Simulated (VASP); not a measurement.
# Si62P (a cell with a defect) in VASP: further runs

The runs below take Si62P (a cell with a defect) through relaxation of the atoms, single point, with PBE.

Program: VASP 6.6.1. These are calculated values, not measurements. Logs are shortened: lines on timing, memory, paths and dates and some standing lists are left out, and cuts for length are marked.

## (1) The cell of the first run

The cell holds a defect, 63 atoms: a = 10.860 Å, b = 10.860 Å, c = 10.860 Å, α = 90.00°, β = 90.00°, γ = 90.00°.

## (2) Relaxation of the atoms, PBE

File INCAR:

```
PREC     = Accurate       # precision mode
ENCUT    = 520            # plane-wave cutoff, eV
EDIFF    = 1E-6           # SCF threshold, eV
ISMEAR   = 0              # smearing method
SIGMA    = 0.02           # smearing width, eV
LREAL    = Auto         
LASPH    = T              # aspherical terms in the spheres
NELM     = 100            # most SCF steps
ALGO     = Normal         # electronic algorithm
ISIF     = 2              # what is computed and relaxed
LWAVE    = F              # write WAVECAR
LCHARG   = F              # write CHGCAR
GGA      = PE             # functional
IBRION   = 2              # ionic algorithm
NSW      = 80             # ionic steps
EDIFFG   = -0.03          # ionic threshold
NELECT   = 254.0        
NCORE    = 4
```

File KPOINTS:

```
regular mesh
0
Gamma
  1 1 1
```

File POSCAR:

```
Si62P
1.0
   10.8600000000      0.0000000000      0.0000000000
    0.0000000000     10.8600000000      0.0000000000
    0.0000000000      0.0000000000     10.8600000000
Si P
62 1
Direct
    0.5000000000      0.0000000000      0.0000000000
    0.6250000000      0.1250000000      0.1250000000
    0.7500000000      0.2500000000      0.0000000000
    0.8750000000      0.3750000000      0.1250000000
    0.7500000000      0.0000000000      0.2500000000
    0.8750000000      0.1250000000      0.3750000000
    0.0000000000      0.0000000000      0.0000000000
    0.1250000000      0.1250000000      0.1250000000
    0.2500000000      0.2500000000      0.0000000000
    0.3750000000      0.3750000000      0.1250000000
    0.5000000000      0.5000000000      0.0000000000
    0.6250000000      0.6250000000      0.1250000000
    0.7500000000      0.7500000000      0.0000000000
    0.8750000000      0.8750000000      0.1250000000
    0.2500000000      0.0000000000      0.2500000000
    0.3750000000      0.1250000000      0.3750000000
    0.5000000000      0.2500000000      0.2500000000
    0.6250000000      0.3750000000      0.3750000000
    0.7500000000      0.5000000000      0.2500000000
    0.8750000000      0.6250000000      0.3750000000
    0.5000000000      0.0000000000      0.5000000000
    0.6250000000      0.1250000000      0.6250000000
    0.7500000000      0.2500000000      0.5000000000
    0.8750000000      0.3750000000      0.6250000000
    0.7500000000      0.0000000000      0.7500000000
    0.8750000000      0.1250000000      0.8750000000
    0.0000000000      0.5000000000      0.0000000000
    0.1250000000      0.6250000000      0.1250000000
    0.2500000000      0.7500000000      0.0000000000
    0.3750000000      0.8750000000      0.1250000000
    0.0000000000      0.2500000000      0.2500000000
    0.2500000000      0.5000000000      0.2500000000
    0.3750000000      0.6250000000      0.3750000000
    0.5000000000      0.7500000000      0.2500000000
    0.6250000000      0.8750000000      0.3750000000
    0.0000000000      0.0000000000      0.5000000000
    0.1250000000      0.1250000000      0.6250000000
    0.2500000000      0.2500000000      0.5000000000
    0.3750000000      0.3750000000      0.6250000000
    0.5000000000      0.5000000000      0.5000000000
    0.6250000000      0.6250000000      0.6250000000
    0.7500000000      0.7500000000      0.5000000000
    0.8750000000      0.8750000000      0.6250000000
    0.2500000000      0.0000000000      0.7500000000
    0.3750000000      0.1250000000      0.8750000000
    0.5000000000      0.2500000000      0.7500000000
    0.6250000000      0.3750000000      0.8750000000
    0.7500000000      0.5000000000      0.7500000000
    0.8750000000      0.6250000000      0.8750000000
    0.0000000000      0.7500000000      0.2500000000
    0.1250000000      0.8750000000      0.3750000000
    0.1250000000      0.6250000000      0.6250000000
    0.2500000000      0.7500000000      0.5000000000
    0.3750000000      0.8750000000      0.6250000000
    0.0000000000      0.2500000000      0.7500000000
    0.1250000000      0.3750000000      0.8750000000
    0.2500000000      0.5000000000      0.7500000000
    0.3750000000      0.6250000000      0.8750000000
    0.5000000000      0.7500000000      0.7500000000
    0.6250000000      0.8750000000      0.8750000000
    0.0000000000      0.7500000000      0.7500000000
    0.1250000000      0.8750000000      0.8750000000
    0.0000000000      0.5000000000      0.5000000000
```

Potentials or basis: VASP PAW PBE potentials, release 64 (Si, P).

On the command line:

```bash
$ cat potpaw_PBE.64/Si/POTCAR potpaw_PBE.64/P/POTCAR > POTCAR
$ mpirun -np 4 vasp_gam > vasp.out
```

OUTCAR:

```text
PREC = Accurate
   ENCUT = 520
   EDIFF = 1E-6
   ISMEAR = 0
   LREAL = Auto
   LASPH = T
   NELM = 100
   ISIF = 2
   GGA = PE
   IBRION = 2
   NSW = 80
   EDIFFG = -0.03
   NELECT = 254.0

 ion  position               nearest neighbor table
   1  0.500  0.000  0.000-   2 2.35  30 2.35  45 2.35  60 2.35
   2  0.625  0.125  0.125-   1 2.35   3 2.35   5 2.35  17 2.35
   3  0.750  0.250  0.000-   2 2.35   4 2.35  26 2.35  47 2.35
   4  0.875  0.375  0.125-   3 2.35  19 2.35  27 2.35  31 2.35
   5  0.750  0.000  0.250-   2 2.35   6 2.35  14 2.35  35 2.35
   6  0.875  0.125  0.375-   5 2.35  23 2.35  31 2.35  36 2.35
[... 54 lines left out ...]
  61  0.000  0.750  0.750-  43 2.35  49 2.35  52 2.35  62 2.35
  62  0.125  0.875  0.875-   7 2.35  29 2.35  44 2.35  61 2.35
  63  0.000  0.500  0.500-  20 2.35  24 2.35  52 2.35

  LATTYP: Found a simple cubic cell.
 ALAT       =    10.8600000000

  Lattice vectors:

 A1 = (  10.8600000000,   0.0000000000,   0.0000000000)
 A2 = (   0.0000000000,  10.8600000000,   0.0000000000)
 A3 = (   0.0000000000,   0.0000000000,  10.8600000000)

Analysis of symmetry for initial positions (statically):
=====================================================================
 Subroutine PRICEL returns:
 Original cell was already a primitive cell.

 Routine SETGRP: Setting up the symmetry group for a
 simple cubic supercell.

 Subroutine GETGRP returns: Found  6 space group operations
 (whereof  2 operations were pure point group operations)
 out of a pool of 48 trial point group operations.

The static configuration has the point symmetry C_1h.
 The point group associated with its full space group is C_3v.

Analysis of symmetry for dynamics (positions and initial velocities):
=====================================================================
 Subroutine PRICEL returns:
 Original cell was already a primitive cell.

 Routine SETGRP: Setting up the symmetry group for a
 simple cubic supercell.

 Subroutine GETGRP returns: Found  6 space group operations
 (whereof  2 operations were pure point group operations)
 out of a pool of 48 trial point group operations.

The dynamic configuration has the point symmetry C_1h.
 The point group associated with its full space group is C_3v.

 Subroutine INISYM returns: Found  6 space group operations
 (whereof  2 operations are pure point group operations),
 and found     1 'primitive' translations

----------------------------------------------------------------------------------------

                                     Primitive cell

  volume of cell :    1280.8241

  direct lattice vectors                    reciprocal lattice vectors
    10.860000000  0.000000000  0.000000000     0.092081031  0.000000000  0.000000000
     0.000000000 10.860000000  0.000000000     0.000000000  0.092081031  0.000000000
     0.000000000  0.000000000 10.860000000     0.000000000  0.000000000  0.092081031

  length of vectors
    10.860000000 10.860000000 10.860000000     0.092081031  0.092081031  0.092081031

  position of ions in fractional coordinates (direct lattice)
     0.500000000  0.000000000  0.000000000
     0.625000000  0.125000000  0.125000000
     0.750000000  0.250000000  0.000000000
     0.875000000  0.375000000  0.125000000
     0.750000000  0.000000000  0.250000000
     0.875000000  0.125000000  0.375000000
[... 55 lines left out ...]
     0.125000000  0.875000000  0.875000000
     0.000000000  0.500000000  0.500000000

  ion indices of the primitive-cell ions
   primitive index   ion index
                 1           1
                 2           2
                 3           3
                 4           4
                 5           5
                 6           6
[... 87 lines left out ...]
   k-points           NKPTS =      1   k-points in BZ     NKDIM =      1   number of bands    NBANDS=    159
   number of dos      NEDOS =    301   number of ions     NIONS =     63
   total plane-waves  NPLWV = 592704
   dimension x,y,z NGX =    84 NGY =   84 NGZ =   84
   dimension x,y,z NGXF=   168 NGYF=  168 NGZF=  168
   ions per type =              62   1
   NGX,Y,Z   is equivalent  to a cutoff of  12.86, 12.86, 12.86 a.u.
   NGXF,Y,Z  is equivalent  to a cutoff of  25.72, 25.72, 25.72 a.u.
 SYSTEM =  unknown system
   PREC   = accura    normal or accurate (medium, high low for compatibility)
   ISTART =      0    job   : 0-new  1-cont  2-samecut
   ICHARG =      2    charge: 1-file 2-atom 10-const
   ISPIN  =      1    spin polarized calculation?
   LNONCOLLINEAR =      F non collinear calculations
   LSORBIT =      F    spin-orbit coupling
   LASPH  =      T    aspherical Exc in radial PAW
   ENCUT  =  520.0 eV  38.22 Ry    6.18 a.u.  20.19 20.19 20.19*2*pi/ulx,y,z
   NELM   =    100;   NELMIN=  2; NELMDL= -5     # of ELM steps
   EDIFF  = 0.1E-05   stopping-criterion for ELM
   LREAL  =      T    real-space projection
   EDIFFG = -.3E-01   stopping-criterion for IOM
   NSW    =     80    number of steps for IOM
   IBRION =      2    ionic relax: 0-MD 1-quasi-New 2-CG
   NFREE  =      1    steps in history (QN), initial steepest desc. (CG)
   ISIF   =      2    stress and relaxation
   ISYM   =      2    0-nonsym 1-usesym 2-fastsym
   POTIM  = 0.5000    time-step for ionic-motion
   TEBEG  =    0.0;   TEEND  =   0.0 temperature during run
   PSTRESS=    0.0 pullay stress
   NELECT =     254.0000    total number of electrons
   NUPDOWN=      -1.0000    fix difference up-down
   EMIN   =  10.00;   EMAX   =-10.00  energy-range for DOS
   EFERMI =   0.00;   METHOD = LEGACY
   ISMEAR =     0;   SIGMA  =   0.02  broadening in eV -4-tet -1-fermi 0-gaus
   EFERMI_NEDOS =   21; number of points for ismear=-14 and -15
   IALGO  =     38    algorithm
   IMIX   =      4    mixing-type and parameters
     AMIX     =   0.40;   BMIX     =  1.00
     AMIX_MAG =   1.60;   BMIX_MAG =  1.00
  volume/ion in A,a.u.               =      20.33       137.20
  Fermi-wavevector in a.u.,A,eV,Ry     =   0.954677  1.804077 12.400449  0.911407
  Thomas-Fermi vector in A             =   2.083445
   LORBIT       =      0    0 simple, 1 ext, 2 COOP (PROOUT), +10 PAW based schemes
   GGA     = PE    functional components
   LHFCALC =     F    Hartree Fock is set to
   AEXX    =    0.0000 exact exchange contribution
   IVDW    =     0    specifies the selected vdW correction
   LEPSILON=     F    determine dielectric tensor
   LRPA    =     F    only Hartree local field effects (RPA)
 conjugate gradient relaxation of ions
 non-spin polarized calculation
 Gauss-broadening in eV      SIGMA  =   0.02
  energy-cutoff  :      520.00
  volume of cell :     1280.82
 maximum number of plane-waves:     17229
 NGX is ok and might be reduce to    84
   NGX = 41   NGY = 41   NGZ = 41

--------------------------------------- Ionic step        1  -------------------------------------------

 number of electron     253.9999971 magnetization

 Free energy of the ion-electron system (eV)
  ---------------------------------------------------
  ext. energy  EPLUGINS =         0.00000000
  ---------------------------------------------------
  free energy    TOTEN  =      -326.27849310 eV

  energy without entropy =     -326.25448455  energy(sigma->0) =     -326.26648882

------------------------ aborting loop because EDIFF is reached ----------------------------------------

  FORCE on cell =-STRESS in cart. coord.  units (eV):
  Direction    XX          YY          ZZ          XY          YZ          ZX
  --------------------------------------------------------------------------------------
  -------------------------------------------------------------------------------------
  Total       26.1107408     26.1107408     26.1107408     -3.0401573      3.0401573     -3.0401573
  in kB       32.6618139     32.6618139     32.6618139     -3.8029197      3.8029197     -3.8029197
  external PRESSURE =      32.6618139 kB  Pullay stress =       0.0000000 kB
[... 272 lines left out ...]
  FREE ENERGIE OF THE ION-ELECTRON SYSTEM (eV)
  ---------------------------------------------------
  free  energy   TOTEN  =      -326.3874620695 eV

  energy  without entropy=     -326.3648944857  energy(sigma->0) =     -326.37617828

[... ionic steps 4 to 13 ...]

--------------------------------------- Ionic step       14  -------------------------------------------

 number of electron     253.9999994 magnetization

------------------------ aborting loop because EDIFF is reached ----------------------------------------
[... 189 lines left out ...]
--------------------------------------- Ionic step       16  -------------------------------------------

 number of electron     253.9999993 magnetization

 Free energy of the ion-electron system (eV)
  ---------------------------------------------------
  ext. energy  EPLUGINS =         0.00000000
  ---------------------------------------------------
  free energy    TOTEN  =      -326.51947350 eV

  energy without entropy =     -326.49690592  energy(sigma->0) =     -326.50818971

 E-fermi :   6.3068     XC(G=0):  -9.3539

 val. band max:        6.3068370932   @ k =   0.0000   0.0000   0.0000
 cond. band min:       6.3068370933   @ k =   0.0000   0.0000   0.0000
 fundamental gap:      0.0000000001
 Fermi energy:         6.3068370932

 k-point     1 :       0.0000    0.0000    0.0000
  band No.  band energies     occupation
      1      -6.3435      2.00000
      2      -5.7686      2.00000
      3      -5.1687      2.00000
      4      -5.1687      2.00000
      5      -5.1297      2.00000
      6      -5.1297      2.00000
[... 131 lines left out ...]
    138       6.9222      0.00000
    139       6.9497      0.00000
 [bands above 139 left out]

------------------------ aborting loop because EDIFF is reached ----------------------------------------

  FORCE on cell =-STRESS in cart. coord.  units (eV):
  Direction    XX          YY          ZZ          XY          YZ          ZX
  --------------------------------------------------------------------------------------
  -------------------------------------------------------------------------------------
  Total       22.5683360     22.5683360     22.5683360     -6.8575791      6.8575791     -6.8575791
  in kB       28.2306349     28.2306349     28.2306349     -8.5781163      8.5781163     -8.5781163
  external PRESSURE =      28.2306349 kB  Pullay stress =       0.0000000 kB
[... 78 lines left out ...]
  FREE ENERGIE OF THE ION-ELECTRON SYSTEM (eV)
  ---------------------------------------------------
  free  energy   TOTEN  =      -326.5194735001 eV

  energy  without entropy=     -326.4969059168  energy(sigma->0) =     -326.50818971

 reached required accuracy - stopping structural energy minimisation
```

It took 11 min on 4 MPI ranks of Intel Xeon Platinum 8175M at 2.50GHz (Skylake/Cascade Lake), shared host; peak memory 0.42 GiB.

Results:

| Quantity | Value |
| --- | --- |
| Free energy | -326.5195 eV |
| Energy gained by relaxing | 3.8 meV/atom |
| Ionic steps | 16 |
| Largest force after relaxing | 0.026 eV/Å |

Forces on the atoms (eV/Å):
```
Si  -0.014  0.014  0.014
Si   0.026  0.003  0.003
Si   0.006 -0.009  0.001
Si   0.004 -0.001 -0.007
Si   0.006  0.001 -0.009
Si   0.004 -0.007 -0.001
Si  -0.013  0.011  0.011
Si  -0.012 -0.008 -0.008
Si   0.003 -0.003 -0.011
Si   0.008  0.012 -0.008
Si  -0.011  0.013  0.011
Si   0.010 -0.011 -0.001
Si   0.000  0.000  0.004
Si   0.011 -0.010 -0.001
Si   0.003 -0.011 -0.003
Si   0.008 -0.008  0.012
Si   0.011 -0.003 -0.003
Si   0.001  0.003  0.003
Si   0.004  0.003  0.006
Si  -0.001  0.001 -0.004
Si  -0.011  0.011  0.013
Si   0.010 -0.001 -0.011
Si   0.004  0.006  0.003
Si  -0.001 -0.004  0.001
Si   0.000  0.004  0.000
Si   0.011 -0.001 -0.010
Si  -0.006  0.006  0.019
Si   0.001 -0.004 -0.007
Si   0.009 -0.006  0.001
Si  -0.003 -0.026  0.003
Si   0.012  0.010  0.010
Si  -0.010 -0.012  0.010
Si   0.007 -0.004 -0.001
Si  -0.001 -0.006 -0.009
Si  -0.015  0.015 -0.009
Si  -0.006  0.019  0.006
Si   0.001 -0.007 -0.004
Si  -0.010  0.010 -0.012
Si   0.007 -0.001 -0.004
Si  -0.019  0.006  0.006
Si   0.007 -0.009 -0.009
Si  -0.014  0.014 -0.001
Si   0.009 -0.007 -0.009
Si   0.009  0.001 -0.006
Si  -0.003  0.003 -0.026
Si  -0.001 -0.009 -0.006
Si  -0.015 -0.009  0.015
Si  -0.014 -0.001  0.014
Si   0.009 -0.009 -0.007
Si  -0.003 -0.004  0.006
Si  -0.003 -0.001  0.003
Si   0.004  0.001  0.001
Si  -0.006 -0.004  0.003
Si   0.001 -0.010 -0.011
Si  -0.003  0.006 -0.004
Si  -0.003  0.003 -0.001
Si  -0.006  0.003 -0.004
Si   0.001 -0.011 -0.010
Si  -0.004  0.000  0.000
Si   0.006 -0.006 -0.006
Si   0.001  0.014  0.014
Si   0.009  0.015  0.015
P   -0.013  0.013  0.013
```

Step by step:
```csv
step,energy change (eV),largest force (eV/Å),pressure (GPa)
1,0.0000,0.7018,3.27
2,-0.0973,0.3258,3.19
3,-0.1090,0.2265,3.18
4,-0.1491,0.2299,3.14
5,-0.1655,0.2954,3.10
6,-0.1946,0.1542,3.04
7,-0.2003,0.1120,3.00
8,-0.2160,0.0780,2.95
9,-0.2179,0.1342,2.92
10,-0.2287,0.1533,2.87
11,-0.2294,0.1609,2.85
12,-0.2356,0.1005,2.84
13,-0.2363,0.0734,2.84
14,-0.2393,0.0413,2.83
15,-0.2393,0.0411,2.83
16,-0.2410,0.0260,2.82
```

Final structure:
```
Si P
1.0
    10.86000    0.00000    0.00000
     0.00000   10.86000    0.00000
     0.00000    0.00000   10.86000
Si P
62 1
Direct
  0.50130 0.99870 0.99870
  0.62602 0.12461 0.12461
  0.75287 0.25104 0.00233
  0.88006 0.37547 0.13060
  0.75287 0.00233 0.25104
  0.88006 0.13060 0.37547
  0.00208 0.99823 0.99823
  0.12560 0.12484 0.12484
  0.25094 0.24905 0.99935
  0.37516 0.37440 0.12484
  0.50177 0.49792 0.99823
  0.62471 0.62350 0.12695
  0.74917 0.75083 0.00264
  0.87650 0.87529 0.12695
  0.25094 0.99935 0.24905
  0.37516 0.12484 0.37440
  0.50065 0.24905 0.24905
  0.62412 0.37495 0.37495
  0.75256 0.49965 0.25386
  0.87692 0.62308 0.38418
  0.50177 0.99823 0.49792
  0.62471 0.12695 0.62350
  0.75256 0.25386 0.49965
  0.87692 0.38418 0.62308
  0.74917 0.00264 0.75083
  0.87650 0.12695 0.87529
  0.00066 0.49934 0.00069
  0.12453 0.61994 0.13060
  0.24896 0.74713 0.00233
  0.37539 0.87398 0.12461
  0.01384 0.25463 0.25463
  0.24537 0.48616 0.25463
  0.36940 0.61994 0.37547
  0.49767 0.74713 0.25104
  0.62651 0.87349 0.37407
  0.00066 0.00069 0.49934
  0.12453 0.13060 0.61994
  0.24537 0.25463 0.48616
  0.36940 0.37547 0.61994
  0.49931 0.49934 0.49934
  0.62188 0.62611 0.62611
  0.74946 0.75054 0.50284
  0.87389 0.87812 0.62611
  0.24896 0.00233 0.74713
  0.37539 0.12461 0.87398
  0.49767 0.25104 0.74713
  0.62651 0.37407 0.87349
  0.74946 0.50284 0.75054
  0.87389 0.62611 0.87812
  0.00035 0.74744 0.25386
  0.12505 0.87588 0.37495
  0.11582 0.62308 0.62308
  0.24614 0.74744 0.49965
  0.37305 0.87529 0.62350
  0.00035 0.25386 0.74744
  0.12505 0.37495 0.87588
  0.24614 0.49965 0.74744
  0.37305 0.62350 0.87529
  0.49736 0.75083 0.75083
  0.62528 0.87472 0.87472
  0.99716 0.75054 0.75054
  0.12593 0.87349 0.87349
  0.00446 0.49554 0.49554
```

Caveat: the k points lie up to 0.58 Å⁻¹ apart; the cell carries a net charge on a neutralising background, which shifts energy and pressure; the cell is charged against a uniform background, so pressure and absolute levels hang on convention.

(Part 1 of 2 ends here.)
